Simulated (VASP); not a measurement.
# Pt (Fm-3m) in VASP: notebook

Aim: see how the results for Pt move with the level of theory and the settings. Levels: PBEsol, RPBE, LDA. Tasks: relaxation of cell and atoms.

Program: VASP 6.6.1. These are calculated values, not measurements. Logs are shortened: lines on timing, memory, paths and dates and some standing lists are left out, and cuts for length are marked.

## (1) The cell of the first run

It takes space group Fm-3m (No. 225, cubic). The conventional cell has a = 3.922 Å, b = 3.922 Å, c = 3.922 Å, α = 90.00°, β = 90.00°, γ = 90.00°. Within 3.7 Å of Pt (site symmetry m-3m) lie 12 Pt at 2.77 Å.

## (2) Relaxation of cell and atoms, PBEsol

INCAR reads:

```
SYSTEM = Pt
PREC = Accurate
ENCUT = 500
EDIFF = 1E-7
ISMEAR = -1
SIGMA = 0.05
LREAL = .False.
LASPH = .True.
NELM = 120
ALGO = Normal
ISIF = 3
LWAVE = .False.
LCHARG = .False.
GGA = PS
IBRION = 2
NSW = 80
EDIFFG = -0.01
GGA_COMPAT = .False.
NELMIN = 4
```

KPOINTS reads:

```
regular mesh
0
Gamma
  9 9 9
  0 0 0
```

POSCAR reads:

```
Pt
1.0
    0.0000000000      1.9609000000      1.9609000000
    1.9609000000      0.0000000000      1.9609000000
    1.9609000000      1.9609000000      0.0000000000
Pt
1
Direct
    0.0000000000      0.0000000000      0.0000000000
```

Potentials or basis: VASP PAW PBE potentials, release 64 (Pt).

Started as:

```bash
$ cat potpaw_PBE.64/Pt/POTCAR > POTCAR
$ mpirun -np 1 vasp_std > vasp.out
```

OUTCAR:

```text
SYSTEM = Pt
   PREC = Accurate
   ENCUT = 500
   EDIFF = 1E-7
   ISMEAR = -1
   LREAL = .False.
   LASPH = .True.
   NELM = 120
   ISIF = 3
   GGA = PS
   IBRION = 2
   NSW = 80
   EDIFFG = -0.01
   NELMIN = 4

 ion  position               nearest neighbor table
   1  0.000  0.000  0.000-

  LATTYP: Found a face centered cubic cell.
 ALAT       =     3.9218000000

  Lattice vectors:

 A1 = (   0.0000000000,   1.9609000000,   1.9609000000)
 A2 = (   1.9609000000,   0.0000000000,   1.9609000000)
 A3 = (   1.9609000000,   1.9609000000,   0.0000000000)

Analysis of symmetry for initial positions (statically):
=====================================================================
 Subroutine PRICEL returns:
 Original cell was already a primitive cell.

 Routine SETGRP: Setting up the symmetry group for a
 face centered cubic supercell.

 Subroutine GETGRP returns: Found 48 space group operations
 (whereof 48 operations were pure point group operations)
 out of a pool of 48 trial point group operations.

The static configuration has the point symmetry O_h .

Analysis of symmetry for dynamics (positions and initial velocities):
=====================================================================
 Subroutine PRICEL returns:
 Original cell was already a primitive cell.

 Routine SETGRP: Setting up the symmetry group for a
 face centered cubic supercell.

 Subroutine GETGRP returns: Found 48 space group operations
 (whereof 48 operations were pure point group operations)
 out of a pool of 48 trial point group operations.

The dynamic configuration has the point symmetry O_h .

 Subroutine INISYM returns: Found 48 space group operations
 (whereof 48 operations are pure point group operations),
 and found     1 'primitive' translations

----------------------------------------------------------------------------------------

                                     Primitive cell

  volume of cell :      15.0798

  direct lattice vectors                    reciprocal lattice vectors
     0.000000000  1.960900000  1.960900000    -0.254984956  0.254984956  0.254984956
     1.960900000  0.000000000  1.960900000     0.254984956 -0.254984956  0.254984956
     1.960900000  1.960900000  0.000000000     0.254984956  0.254984956 -0.254984956

  length of vectors
     2.773131374  2.773131374  2.773131374     0.441646899  0.441646899  0.441646899

  position of ions in fractional coordinates (direct lattice)
     0.000000000  0.000000000  0.000000000

  ion indices of the primitive-cell ions
   primitive index   ion index
                 1           1

----------------------------------------------------------------------------------------

 KPOINTS: regular mesh

Automatic generation of k-mesh.
 Grid dimensions read from file:
 generate k-points for:    9    9    9

 Generating k-lattice:

  Cartesian coordinates                     Fractional coordinates (reciprocal lattice)
    -0.028331662  0.028331662  0.028331662     0.111111111  0.000000000  0.000000000
     0.028331662 -0.028331662  0.028331662     0.000000000  0.111111111  0.000000000
     0.028331662  0.028331662 -0.028331662     0.000000000  0.000000000  0.111111111

  Length of vectors
     0.049071878  0.049071878  0.049071878

  Shift w.r.t. Gamma in fractional coordinates (k-lattice)
     0.000000000  0.000000000  0.000000000

 Subroutine IBZKPT returns following result:
 ===========================================

 Found     35 irreducible k-points:

 Following reciprocal coordinates:
            Coordinates               Weight
  0.000000  0.000000  0.000000      1.000000
  0.111111  0.000000  0.000000      8.000000
  0.222222  0.000000  0.000000      8.000000
  0.333333  0.000000  0.000000      8.000000
  0.444444  0.000000  0.000000      8.000000
  0.111111  0.111111  0.000000      6.000000
[... 16 lines left out ...]
 -0.333333  0.333333  0.000000     12.000000
  0.444444  0.444444  0.000000      6.000000
 [... further k-points ...]
   k-points           NKPTS =     35   k-points in BZ     NKDIM =     35   number of bands    NBANDS=      9
   number of dos      NEDOS =    301   number of ions     NIONS =      1
   total plane-waves  NPLWV =   8000
   dimension x,y,z NGX =    20 NGY =   20 NGZ =   20
   dimension x,y,z NGXF=    40 NGYF=   40 NGZF=   40
   ions per type =               1
   NGX,Y,Z   is equivalent  to a cutoff of  11.99, 11.99, 11.99 a.u.
   NGXF,Y,Z  is equivalent  to a cutoff of  23.98, 23.98, 23.98 a.u.
 SYSTEM =  Pt
   PREC   = accura    normal or accurate (medium, high low for compatibility)
   ISTART =      0    job   : 0-new  1-cont  2-samecut
   ICHARG =      2    charge: 1-file 2-atom 10-const
   ISPIN  =      1    spin polarized calculation?
   LNONCOLLINEAR =      F non collinear calculations
   LSORBIT =      F    spin-orbit coupling
   LASPH  =      T    aspherical Exc in radial PAW
   ENCUT  =  500.0 eV  36.75 Ry    6.06 a.u.   5.06  5.06  5.06*2*pi/ulx,y,z
   NELM   =    120;   NELMIN=  4; NELMDL= -5     # of ELM steps
   EDIFF  = 0.1E-06   stopping-criterion for ELM
   LREAL  =      F    real-space projection
   EDIFFG = -.1E-01   stopping-criterion for IOM
   NSW    =     80    number of steps for IOM
   IBRION =      2    ionic relax: 0-MD 1-quasi-New 2-CG
   NFREE  =      1    steps in history (QN), initial steepest desc. (CG)
   ISIF   =      3    stress and relaxation
   ISYM   =      2    0-nonsym 1-usesym 2-fastsym
   POTIM  = 0.5000    time-step for ionic-motion
   TEBEG  =    0.0;   TEEND  =   0.0 temperature during run
   PSTRESS=    0.0 pullay stress
   NELECT =      10.0000    total number of electrons
   NUPDOWN=      -1.0000    fix difference up-down
   EMIN   =  10.00;   EMAX   =-10.00  energy-range for DOS
   EFERMI =   0.00;   METHOD = LEGACY
   ISMEAR =    -1;   SIGMA  =   0.05  broadening in eV -4-tet -1-fermi 0-gaus
   EFERMI_NEDOS =   21; number of points for ismear=-14 and -15
   IALGO  =     38    algorithm
   IMIX   =      4    mixing-type and parameters
     AMIX     =   0.40;   BMIX     =  1.00
     AMIX_MAG =   1.60;   BMIX_MAG =  1.00
  volume/ion in A,a.u.               =      15.08       101.76
  Fermi-wavevector in a.u.,A,eV,Ry     =   1.427609  2.697791 27.729605  2.038068
  Thomas-Fermi vector in A             =   2.547760
   LORBIT       =      0    0 simple, 1 ext, 2 COOP (PROOUT), +10 PAW based schemes
   GGA     = PS    functional components
   LHFCALC =     F    Hartree Fock is set to
   AEXX    =    0.0000 exact exchange contribution
   IVDW    =     0    specifies the selected vdW correction
   LEPSILON=     F    determine dielectric tensor
   LRPA    =     F    only Hartree local field effects (RPA)
 conjugate gradient relaxation of ions
 non-spin polarized calculation
  energy-cutoff  :      500.00
  volume of cell :       15.08
 maximum number of plane-waves:       390
   NGX = 11   NGY = 11   NGZ = 11

--------------------------------------- Ionic step        1  -------------------------------------------

 number of electron      10.0000001 magnetization

 Free energy of the ion-electron system (eV)
  ---------------------------------------------------
  ext. energy  EPLUGINS =         0.00000000
  ---------------------------------------------------
  free energy    TOTEN  =        -6.99889664 eV

  energy without entropy =       -6.98727800  energy(sigma->0) =       -6.99308732

------------------------ aborting loop because EDIFF is reached ----------------------------------------

  FORCE on cell =-STRESS in cart. coord.  units (eV):
  Direction    XX          YY          ZZ          XY          YZ          ZX
  --------------------------------------------------------------------------------------
  -------------------------------------------------------------------------------------
  Total       -0.1469109     -0.1469109     -0.1469109     -0.0000000     -0.0000000      0.0000000
  in kB      -15.6087525    -15.6087525    -15.6087525     -0.0000000     -0.0000000      0.0000000
  external PRESSURE =     -15.6087525 kB  Pullay stress =       0.0000000 kB

 VOLUME and BASIS-vectors are now :
 -----------------------------------------------------------------------------
  energy-cutoff  :      500.00
  volume of cell :       15.08
      direct lattice vectors                 reciprocal lattice vectors
     0.000000000  1.960900000  1.960900000    -0.254984956  0.254984956  0.254984956
     1.960900000  0.000000000  1.960900000     0.254984956 -0.254984956  0.254984956
     1.960900000  1.960900000  0.000000000     0.254984956  0.254984956 -0.254984956
[... 36 lines left out ...]
 POSITION                                       TOTAL-FORCE (eV/Angst)
 -----------------------------------------------------------------------------------
      0.00000      0.00000      0.00000         0.000000      0.000000      0.000000
 -----------------------------------------------------------------------------------
    total drift:                                0.000000     -0.000000     -0.000000

  FREE ENERGIE OF THE ION-ELECTRON SYSTEM (eV)
  ---------------------------------------------------
  free  energy   TOTEN  =        -6.9958097807 eV

  energy  without entropy=       -6.9847848684  energy(sigma->0) =       -6.99029732

--------------------------------------- Ionic step        3  -------------------------------------------

 number of electron      10.0000001 magnetization

 Free energy of the ion-electron system (eV)
  ---------------------------------------------------
  ext. energy  EPLUGINS =         0.00000000
  ---------------------------------------------------
  free energy    TOTEN  =        -6.99930127 eV

  energy without entropy =       -6.98783608  energy(sigma->0) =       -6.99356868

 E-fermi :  11.2277     XC(G=0): -13.6597

 val. band max:       11.1735357432   @ k =   0.4444   0.4444   0.0000
 cond. band min:      11.2353563950   @ k =   0.4444   0.1111   0.0000
 fundamental gap:      0.0618206518
 Fermi energy:        11.2277193549

 k-point     1 :       0.0000    0.0000    0.0000
  band No.  band energies     occupation
      1       0.8438      2.00000
      2       7.3671      2.00000
      3       7.3671      2.00000
      4       7.3671      2.00000
      5       9.5687      2.00000
      6       9.5687      2.00000
      7      25.8088      0.00000
      8      30.8011      0.00000
      9      30.8011      0.00000

 k-point     2 :       0.1111    0.0000    0.0000
  band No.  band energies     occupation
      1       1.3336      2.00000
      2       7.1627      2.00000
      3       7.5497      2.00000
      4       7.5497      2.00000
      5       9.4778      2.00000
      6       9.4778      2.00000
      7      26.5440      0.00000
      8      28.7172      0.00000
      9      31.5577      0.00000
[... 253 lines left out ...]
 k-point    24 :       0.4444    0.4444    0.0000
  band No.  band energies     occupation
      1       4.0995      2.00000
      2       4.5683      2.00000
      3      11.1735      1.49438
      4      11.4836      0.01190
      5      11.4836      0.01190
      6      12.0882      0.00000
      7      21.1645      0.00000
      8      22.9579      0.00000
      9      22.9579      0.00000

 [... further k-points ...]
[... 5 lines left out ...]
  --------------------------------------------------------------------------------------
  -------------------------------------------------------------------------------------
  Total       -0.0001098     -0.0001098     -0.0001098     -0.0000000      0.0000000      0.0000000
  in kB       -0.0117309     -0.0117309     -0.0117309     -0.0000000      0.0000000      0.0000000
  external PRESSURE =      -0.0117309 kB  Pullay stress =       0.0000000 kB

 VOLUME and BASIS-vectors are now :
 -----------------------------------------------------------------------------
  energy-cutoff  :      500.00
  volume of cell :       15.00
      direct lattice vectors                 reciprocal lattice vectors
    -0.000000000  1.957344172  1.957344172    -0.255448177  0.255448177  0.255448177
     1.957344172  0.000000000  1.957344172     0.255448177 -0.255448177  0.255448177
     1.957344172  1.957344172 -0.000000000     0.255448177  0.255448177 -0.255448177

 POSITION                                       TOTAL-FORCE (eV/Angst)
 -----------------------------------------------------------------------------------
      0.00000      0.00000      0.00000         0.000000      0.000000     -0.000000
 -----------------------------------------------------------------------------------
    total drift:                                0.000000      0.000000      0.000000

  FREE ENERGIE OF THE ION-ELECTRON SYSTEM (eV)
  ---------------------------------------------------
  free  energy   TOTEN  =        -6.9993012727 eV

  energy  without entropy=       -6.9878360838  energy(sigma->0) =       -6.99356868

 reached required accuracy - stopping structural energy minimisation
```

Wall time 8.9 s (1 thread of Intel Xeon 6975P-C, shared host); peak memory 0.13 GiB.

What came out:

| Item | Value |
| --- | --- |
| Free energy | -6.9993 eV |
| Relaxed volume | 15.00 Å³/atom |
| Relaxed cell | a = 2.768 Å, b = 2.768 Å, c = 2.768 Å, α = 60.00°, β = 60.00°, γ = 60.00° |
| Space group after relaxing (to 0.05 Å) | Fm-3m (No. 225) |
| Energy gained by relaxing | 0.4 meV/atom |
| Ionic steps | 3 |
| Pressure after relaxing | 0.0 GPa |
| Band gap on the k mesh | zero (band 5 reaches 11.57 eV, above the bottom of band 6 at 9.48 eV) |

The path:
| step | energy change (eV) | largest force (eV/Å) | pressure (GPa) | volume (Å³) |
| --- | --- | --- | --- | --- |
| 1 | 0.0000 | 0.0000 | -1.56 | 15.08 |
| 2 | 0.0031 | 0.0000 | 4.83 | 14.76 |
| 3 | -0.0004 | 0.0000 | 0.00 | 15.00 |

Final structure:
```cif
data_structure
_symmetry_space_group_name_H-M 'P 1'
_symmetry_Int_Tables_number 1
_cell_length_a 2.7681
_cell_length_b 2.7681
_cell_length_c 2.7681
_cell_angle_alpha 60.000
_cell_angle_beta 60.000
_cell_angle_gamma 60.000
_cell_volume 15.00
loop_
_atom_site_label
_atom_site_type_symbol
_atom_site_fract_x
_atom_site_fract_y
_atom_site_fract_z
_atom_site_occupancy
Pt1 Pt 0.00000 0.00000 0.00000 1
```

Caveat: the PAW data sets were made with another functional, which shifts forces and pressure a little; spin-orbit coupling is left out, which moves the levels of the heavy elements.

[end of part 1 of 2]
